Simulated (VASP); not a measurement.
Wanted: the native input for a VASP 6.6.1 run.

```
Task                   : single point
Functional             : PBEsol
Potentials or basis    : VASP PAW PBE potentials, release 64 (Mo_sv)
Cutoff                 : 520 eV
k mesh                 : 12 × 12 × 12
Occupations            : fermi-dirac, width 0.08 eV
Spin                   : no spin polarisation
Dipole correction      : no
Further INCAR settings : ALGO = Normal; EDIFF = 1e-06; NBANDS = 21
```

The structure of Mo lies in POSCAR:

```
Mo
1.0
    0.0000000000      2.4305093564      2.4305093564
    2.4305093564      0.0000000000      2.4305093564
    2.4305093564      2.4305093564      0.0000000000
Mo
2
Direct
   -0.1250000000     -0.1250000000     -0.1250000000
    0.1250000000      0.1250000000      0.1250000000
```

This cell differs from its parent crystal: volume scaled by 0.65.

These files were run (other wordings do the same):

INCAR

```
SYSTEM = Mo
ALGO = Normal
EDIFF = 1E-6
ENCUT = 520
GGA = PS
ISIF = 2
ISMEAR = -1
LASPH = .True.
LCHARG = .False.
LREAL = .False.
LWAVE = .False.
NBANDS = 21
NELM = 100
PREC = Accurate
SIGMA = 0.08
```

KPOINTS

```
k-points
0
Gamma
  12 12 12
  0 0 0
```

Potentials or basis: VASP PAW PBE potentials, release 64 (Mo_sv).

Command:

```sh
$ cat potpaw_PBE.64/Mo_sv/POTCAR > POTCAR
$ mpirun -np 1 vasp_std > vasp.out
```

It gave:

* Pressure: 128.5 GPa
* Band gap on the k mesh: zero (band 14 reaches 13.92 eV, above the bottom of band 15 at 13.05 eV)

Caveat: the PAW data sets were made with another functional, which shifts forces and pressure a little.

Run time: 22 s on 1 thread of Intel(R) Xeon(R) 6975P-C (Granite Rapids), on a shared host, peak memory 0.18 GiB.
